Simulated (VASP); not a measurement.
# TaCuF3 (Pm-3m) in VASP: single point with PBE+D3(BJ)

Aim: the single point of TaCuF3 with PBE+D3(BJ).

Program: VASP 6.6.1. These are calculated values, not measurements. Logs are shortened: lines on timing, memory, paths and dates and some standing lists are left out, and cuts for length are marked.

## Step 1: The cell of the first run

Symmetry: Pm-3m, No. 221, cubic system. Conventional cell: a = 4.179 Å, b = 4.179 Å, c = 4.179 Å, α = 90.00°, β = 90.00°, γ = 90.00°. Ta (site symmetry m-3m) has 6 F at 2.09 Å within 2.8 Å. F (site symmetry 4/mmm) has 2 Ta at 2.09 Å within 2.8 Å. Cu (site symmetry m-3m) has 12 F at 2.96 Å and 8 Ta at 3.62 Å within 3.9 Å.

## Step 2: Single point, PBE+D3(BJ), collinear spin

The input, INCAR:

```
ALGO     = Normal         # electronic algorithm
EDIFF    = 1E-7           # SCF threshold, eV
ENCUT    = 520            # plane-wave cutoff, eV
GGA      = PE             # functional
ISIF     = 2              # what is computed and relaxed
ISMEAR   = 0              # smearing method
ISPIN    = 2              # spin polarisation
IVDW     = 12             # dispersion correction
LASPH    = T              # aspherical terms in the spheres
LCHARG   = T              # write CHGCAR
LELF     = T              # ELF
LMAXMIX  = 4              # l up to which the mixer works
LORBIT   = 11             # projections on sites
LREAL    = F              # projectors in reciprocal space
LVHAR    = T            
LWAVE    = F              # write WAVECAR
MAGMOM   = 0.87 0 0 0 0.21 # initial moments
NBANDS   = 34             # bands
NELM     = 150            # most SCF steps
PREC     = Accurate       # precision mode
SIGMA    = 0.1            # smearing width, eV
```

The input, KPOINTS:

```
k-points
0
Gamma
  8 8 8
```

The input, POSCAR:

```
TaCuF3
1.0
    4.1793439313      0.0000000000      0.0000000000
    0.0000000000      4.1793439313      0.0000000000
    0.0000000000      0.0000000000      4.1793439313
Ta F Cu
1 3 1
Direct
    0.0000000000      0.0000000000      0.0000000000
    0.5000000000      1.0000000000      1.0000000000
    1.0000000000      0.5000000000      1.0000000000
    1.0000000000      0.0000000000      0.5000000000
    0.5000000000      0.5000000000      0.5000000000
```

Potentials or basis: VASP PAW PBE potentials, release 64 (Ta_pv, F, Cu).

Started as:

```bash
cat potpaw_PBE.64/Ta_pv/POTCAR potpaw_PBE.64/F/POTCAR potpaw_PBE.64/Cu/POTCAR > POTCAR
mpirun -np 1 vasp_std > vasp.out
```

OUTCAR:

```text
EDIFF = 1E-7
   ENCUT = 520
   GGA = PE
   ISIF = 2
   ISMEAR = 0
   ISPIN = 2
   IVDW = 12
   LASPH = T
   LORBIT = 11
   LREAL = F
   NELM = 150
   PREC = Accurate
 IVDW          = 12

 ion  position               nearest neighbor table
   1  0.000  0.000  0.000-   2 2.09   3 2.09   4 2.09   4 2.09   3 2.09   2 2.09
   2  0.500  0.000  0.000-   1 2.09   1 2.09
   3  0.000  0.500  0.000-   1 2.09   1 2.09
   4  0.000  0.000  0.500-   1 2.09   1 2.09
   5  0.500  0.500  0.500-

  LATTYP: Found a simple cubic cell.
 ALAT       =     4.1793439313

  Lattice vectors:

 A1 = (   4.1793439313,   0.0000000000,   0.0000000000)
 A2 = (   0.0000000000,   4.1793439313,   0.0000000000)
 A3 = (   0.0000000000,   0.0000000000,   4.1793439313)

Analysis of symmetry for initial positions (statically):
=====================================================================
 Subroutine PRICEL returns:
 Original cell was already a primitive cell.

 Routine SETGRP: Setting up the symmetry group for a
 simple cubic supercell.

 Subroutine GETGRP returns: Found 48 space group operations
 (whereof 48 operations were pure point group operations)
 out of a pool of 48 trial point group operations.

The static configuration has the point symmetry O_h .

Analysis of symmetry for dynamics (positions and initial velocities):
=====================================================================
 Subroutine PRICEL returns:
 Original cell was already a primitive cell.

 Routine SETGRP: Setting up the symmetry group for a
 simple cubic supercell.

 Subroutine GETGRP returns: Found 48 space group operations
 (whereof 48 operations were pure point group operations)
 out of a pool of 48 trial point group operations.

The dynamic configuration has the point symmetry O_h .

Analysis of structural, dynamic, and magnetic symmetry:
=====================================================================
 Subroutine PRICEL returns:
 Original cell was already a primitive cell.

 Routine SETGRP: Setting up the symmetry group for a
 simple cubic supercell.

 Subroutine GETGRP returns: Found 48 space group operations
 (whereof 48 operations were pure point group operations)
 out of a pool of 48 trial point group operations.

The overall configuration has the point symmetry O_h .

 Subroutine INISYM returns: Found 48 space group operations
 (whereof 48 operations are pure point group operations),
 and found     1 'primitive' translations

----------------------------------------------------------------------------------------

                                     Primitive cell

  volume of cell :      73.0002

  direct lattice vectors                    reciprocal lattice vectors
     4.179343931  0.000000000  0.000000000     0.239272005  0.000000000  0.000000000
     0.000000000  4.179343931  0.000000000     0.000000000  0.239272005  0.000000000
     0.000000000  0.000000000  4.179343931     0.000000000  0.000000000  0.239272005

  length of vectors
     4.179343931  4.179343931  4.179343931     0.239272005  0.239272005  0.239272005

  position of ions in fractional coordinates (direct lattice)
     0.000000000  0.000000000  0.000000000
     0.500000000  0.000000000  0.000000000
     0.000000000  0.500000000  0.000000000
     0.000000000  0.000000000  0.500000000
     0.500000000  0.500000000  0.500000000

  ion indices of the primitive-cell ions
   primitive index   ion index
                 1           1
                 2           2
                 3           3
                 4           4
                 5           5

----------------------------------------------------------------------------------------

 KPOINTS: k-points

Automatic generation of k-mesh.
 Grid dimensions read from file:
 generate k-points for:    8    8    8

 Generating k-lattice:

  Cartesian coordinates                     Fractional coordinates (reciprocal lattice)
     0.029909001  0.000000000  0.000000000     0.125000000  0.000000000  0.000000000
     0.000000000  0.029909001  0.000000000     0.000000000  0.125000000  0.000000000
     0.000000000  0.000000000  0.029909001     0.000000000  0.000000000  0.125000000

  Length of vectors
     0.029909001  0.029909001  0.029909001

  Shift w.r.t. Gamma in fractional coordinates (k-lattice)
     0.000000000  0.000000000  0.000000000

 Subroutine IBZKPT returns following result:
 ===========================================

 Found     35 irreducible k-points:

 Following reciprocal coordinates:
            Coordinates               Weight
  0.000000  0.000000  0.000000      1.000000
  0.125000  0.000000  0.000000      6.000000
  0.250000  0.000000  0.000000      6.000000
  0.375000  0.000000  0.000000      6.000000
  0.500000  0.000000  0.000000      3.000000
  0.125000  0.125000  0.000000     12.000000
[... 16 lines left out ...]
  0.375000  0.375000  0.125000     24.000000
  0.500000  0.375000  0.125000     24.000000
 [... further k-points ...]
   k-points           NKPTS =     35   k-points in BZ     NKDIM =     35   number of bands    NBANDS=     34
   number of dos      NEDOS =    301   number of ions     NIONS =      5
   total plane-waves  NPLWV =  32768
   dimension x,y,z NGX =    32 NGY =   32 NGZ =   32
   dimension x,y,z NGXF=    64 NGYF=   64 NGZF=   64
   ions per type =               1   3   1
   NGX,Y,Z   is equivalent  to a cutoff of  12.73, 12.73, 12.73 a.u.
   NGXF,Y,Z  is equivalent  to a cutoff of  25.46, 25.46, 25.46 a.u.
 SYSTEM =  unknown system
   PREC   = accura    normal or accurate (medium, high low for compatibility)
   ISTART =      0    job   : 0-new  1-cont  2-samecut
   ICHARG =      2    charge: 1-file 2-atom 10-const
   ISPIN  =      2    spin polarized calculation?
   LNONCOLLINEAR =      F non collinear calculations
   LSORBIT =      F    spin-orbit coupling
   LASPH  =      T    aspherical Exc in radial PAW
   ENCUT  =  520.0 eV  38.22 Ry    6.18 a.u.   7.77  7.77  7.77*2*pi/ulx,y,z
   NELM   =    150;   NELMIN=  2; NELMDL= -5     # of ELM steps
   EDIFF  = 0.1E-06   stopping-criterion for ELM
   LREAL  =      F    real-space projection
   EDIFFG = 0.1E-05   stopping-criterion for IOM
   NSW    =      0    number of steps for IOM
   IBRION =     -1    ionic relax: 0-MD 1-quasi-New 2-CG
   NFREE  =      0    steps in history (QN), initial steepest desc. (CG)
   ISIF   =      2    stress and relaxation
   ISYM   =      2    0-nonsym 1-usesym 2-fastsym
   POTIM  = 0.5000    time-step for ionic-motion
   TEBEG  =    0.0;   TEEND  =   0.0 temperature during run
   PSTRESS=    0.0 pullay stress
   NELECT =      43.0000    total number of electrons
   NUPDOWN=      -1.0000    fix difference up-down
   EMIN   =  10.00;   EMAX   =-10.00  energy-range for DOS
   EFERMI =   0.00;   METHOD = LEGACY
   ISMEAR =     0;   SIGMA  =   0.10  broadening in eV -4-tet -1-fermi 0-gaus
   EFERMI_NEDOS =   21; number of points for ismear=-14 and -15
   IALGO  =     38    algorithm
   IMIX   =      4    mixing-type and parameters
     AMIX     =   0.40;   BMIX     =  1.00
     AMIX_MAG =   1.60;   BMIX_MAG =  1.00
  volume/ion in A,a.u.               =      14.60        98.53
  Fermi-wavevector in a.u.,A,eV,Ry     =   1.372323  2.593314 25.623433  1.883269
  Thomas-Fermi vector in A             =   2.497940
   LORBIT       =     11    0 simple, 1 ext, 2 COOP (PROOUT), +10 PAW based schemes
   GGA     = PE    functional components
   LHFCALC =     F    Hartree Fock is set to
   AEXX    =    0.0000 exact exchange contribution
   IVDW    =    12    specifies the selected vdW correction
   LEPSILON=     F    determine dielectric tensor
   LRPA    =     F    only Hartree local field effects (RPA)
 spin polarized calculation
 Gauss-broadening in eV      SIGMA  =   0.10
  energy-cutoff  :      520.00
  volume of cell :       73.00
 maximum number of plane-waves:      1996
 NGX is ok and might be reduce to    32
   NGX = 15   NGY = 15   NGZ = 15

 number of electron      43.0000004 magnetization       2.0051703

 Free energy of the ion-electron system (eV)
  ---------------------------------------------------
  ext. energy  EPLUGINS =         0.00000000
  ---------------------------------------------------
  free energy    TOTEN  =       -27.38876865 eV

  energy without entropy =      -27.36439840  energy(sigma->0) =      -27.37658353

 E-fermi :   3.8937     XC(G=0): -10.1167

 val. band max:        3.8936804905   @ k =   0.3750   0.3750   0.1250
 cond. band min:       3.9014264927   @ k =   0.5000   0.1250   0.0000
 fundamental gap:      0.0077460022
 Fermi energy:         3.8937307740

 spin component 1

 k-point     1 :       0.0000    0.0000    0.0000
  band No.  band energies     occupation
      1     -33.3465      1.00000
      2     -33.3465      1.00000
      3     -33.3465      1.00000
      4     -22.7197      1.00000
      5     -22.4299      1.00000
      6     -22.4299      1.00000
[... 853 lines left out ...]
     32      14.6846      0.00000
     33      14.9589      0.00000

 [... further k-points ...]

 spin component 2

 k-point     1 :       0.0000    0.0000    0.0000
  band No.  band energies     occupation
      1     -32.4252      1.00000
      2     -32.4252      1.00000
      3     -32.4252      1.00000
      4     -22.6229      1.00000
      5     -22.3462      1.00000
      6     -22.3462      1.00000
[... 853 lines left out ...]
     32      15.1306      0.00000
     33      15.6407      0.00000

 [... further k-points ...]

 [bands above 33 left out]

------------------------ aborting loop because EDIFF is reached ----------------------------------------

 Edisp (eV)   -0.88799

 E8    (eV) :    -0.3730

  FORCE on cell =-STRESS in cart. coord.  units (eV):
  Direction    XX          YY          ZZ          XY          YZ          ZX
  --------------------------------------------------------------------------------------
  -------------------------------------------------------------------------------------
  Total       0.02315     0.02315     0.02315    -0.00000    -0.00000     0.00000
  in kB       0.50803     0.50803     0.50803    -0.00000    -0.00000     0.00000
  external pressure =        0.51 kB  Pullay stress =        0.00 kB

 VOLUME and BASIS-vectors are now :
 -----------------------------------------------------------------------------
  energy-cutoff  :      520.00
  volume of cell :       73.00
      direct lattice vectors                 reciprocal lattice vectors
     4.179343931  0.000000000  0.000000000     0.239272005  0.000000000  0.000000000
     0.000000000  4.179343931  0.000000000     0.000000000  0.239272005  0.000000000
     0.000000000  0.000000000  4.179343931     0.000000000  0.000000000  0.239272005

 POSITION                                       TOTAL-FORCE (eV/Angst)
 -----------------------------------------------------------------------------------
      0.00000      0.00000      0.00000         0.000000      0.000000      0.000000
      2.08967      0.00000      0.00000         0.000000      0.000000      0.000000
      0.00000      2.08967      0.00000         0.000000      0.000000      0.000000
      0.00000      0.00000      2.08967         0.000000      0.000000      0.000000
      2.08967      2.08967      2.08967         0.000000      0.000000      0.000000
 -----------------------------------------------------------------------------------
    total drift:                                0.000000      0.000000     -0.000000

  FREE ENERGIE OF THE ION-ELECTRON SYSTEM (eV)
  ---------------------------------------------------
  free  energy   TOTEN  =       -28.2767564456 eV

  energy  without entropy=      -28.2523861967  energy(sigma->0) =      -28.26457132

 total charge

# of ion       s       p       d       tot
------------------------------------------
    1        0.213   6.136   2.200   8.550
    2        1.743   4.358   0.000   6.102
    3        1.743   4.358   0.000   6.102
    4        1.743   4.358   0.000   6.102
    5        0.414   0.031   9.368   9.813
--------------------------------------------------
tot          5.857  19.243  11.569  36.668

 magnetization (x)

# of ion       s       p       d       tot
------------------------------------------
    1        0.013   0.007   1.331   1.351
    2        0.001   0.035   0.000   0.036
    3        0.001   0.035   0.000   0.036
    4        0.001   0.035   0.000   0.036
    5        0.079   0.003   0.008   0.089
--------------------------------------------------
tot          0.094   0.116   1.338   1.548
```

It took 79 s on 1 thread of Intel Xeon 6975P-C (Granite Rapids), shared host; peak memory 0.29 GiB.

Results:

| Property | Result |
| --- | --- |
| Free energy | -28.2768 eV |
| Pressure | 0.1 GPa |
| Net moment | 2.01 μB per cell |
| Site moments | Ta +1.35; F +0.04; Cu +0.09 μB |
| Valence electrons inside the program's atomic spheres | Ta 8.55; F 6.10; Cu 9.81 |
| Dispersion energy per atom | -0.178 eV |

Caveat: spin-orbit coupling is left out, which moves the levels of the heavy elements; a cell with one magnetic atom can't hold antiferromagnetic order, which such compounds often take. With open d or f shells a metallic result of PBE can be an artefact of self-interaction; +U or a hybrid may open a gap.
